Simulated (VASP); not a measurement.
A run of VASP 6.6.1 is set up as follows.

File INCAR:

```
PREC = Accurate ; ENCUT = 600
EDIFF = 1E-6 ; ISMEAR = 0
SIGMA = 0.1 ; LREAL = False
LASPH = True ; NELM = 100
ALGO = Normal ; ISIF = 3
LWAVE = False ; LCHARG = False
GGA = PE ; IBRION = 2
NSW = 100 ; EDIFFG = -0.01
```

The input KPOINTS:

```
regular mesh
0
Gamma
  10 10 10
```

POSCAR

```
Cs3B
1.0
   -3.4721475500      3.4721475500      3.4721475500
    3.4721475500     -3.4721475500      3.4721475500
    3.4721475500      3.4721475500     -3.4721475500
Cs B
3 1
Direct
    0.0000000000      0.5000000000      0.5000000000
    0.5000000000      0.0000000000      0.5000000000
    0.5000000000      0.5000000000      0.0000000000
    0.0000000000      0.0000000000      0.0000000000
```

Potentials or basis: VASP PAW PBE potentials, release 64 (Cs_sv, B).

The run is started by

```console
$ cat potpaw_PBE.64/Cs_sv/POTCAR potpaw_PBE.64/B/POTCAR > POTCAR
$ mpirun -np 1 vasp_std > vasp.out
```

Task: What does it give for the band gap on the k mesh?

Result: Zero (band 15 reaches 1.62 eV, above the bottom of band 16 at 1.06 eV).

Task: Estimate the relaxed volume.

Result: 60.31 Å³/atom.

Task: Estimate the space group after relaxing (to 0.05 Å).

Result: Im-3m (No. 229).

Final structure:
```
Cs B
1.0
    -3.92164    3.92164    3.92164
     3.92164   -3.92164    3.92164
     3.92164    3.92164   -3.92164
Cs B
3 1
Direct
  0.00000 0.50000 0.50000
  0.50000 0.00000 0.50000
  0.50000 0.50000 0.00000
  0.00000 0.00000 0.00000
```

Caveat: the volume moved by over 15 % at a fixed basis, so the end points are rough; spin-orbit coupling is left out, which moves the levels of the heavy elements.
